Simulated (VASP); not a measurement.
Ga2GeO3, 6 atoms in the cell. It takes space group P6/mmm (No. 191, hexagonal). Conventional cell: a = 5.566 Å, b = 5.566 Å, c = 2.701 Å, α = 90.00°, β = 90.00°, γ = 120.00°. Within 2.8 Å of Ga (site symmetry -6m2) lie 6 O at 2.10 Å and 2 Ga at 2.70 Å. Within 3.6 Å of Ge (site symmetry 6/mmm) lie 2 Ge at 2.70 Å and 12 O at 3.09 Å and 6 Ga at 3.21 Å. O (site symmetry mmm) has 4 Ga at 2.10 Å and 6 O at 2.70 to 2.78 Å within 2.8 Å. 

- Program: VASP 6.6.1
- Task: single point
- Functional: PBE
- Potentials or basis: VASP PAW PBE potentials, release 64 (Ga_d, Ge_d, O)
- Cutoff: 520 eV
- k mesh: 6 × 6 × 4
- Occupations: gaussian, width 0.1 eV
- Spin: no spin polarisation
- Dipole correction: no
- Further INCAR settings: ALGO = Normal; EDIFF = 1e-07; NBANDS = 38

Potentials or basis: VASP PAW PBE potentials, release 64 (Ga_d, Ge_d, O).

Launch:

```sh
$ cat potpaw_PBE.64/Ga_d/POTCAR potpaw_PBE.64/Ge_d/POTCAR potpaw_PBE.64/O/POTCAR > POTCAR
$ mpirun -np 1 vasp_std > vasp.out
```

Hardware: 1 thread of Intel(R) Xeon(R) Platinum 8559C (Emerald Rapids), with other jobs on the host.

Question: How long does it take, and how much memory?

Answer: Run time: 49 s on 1 thread of Intel(R) Xeon(R) Platinum 8559C (Emerald Rapids), with other jobs on the host, peak memory 0.2 GiB. Counts: scf iterations 17, k points 21.
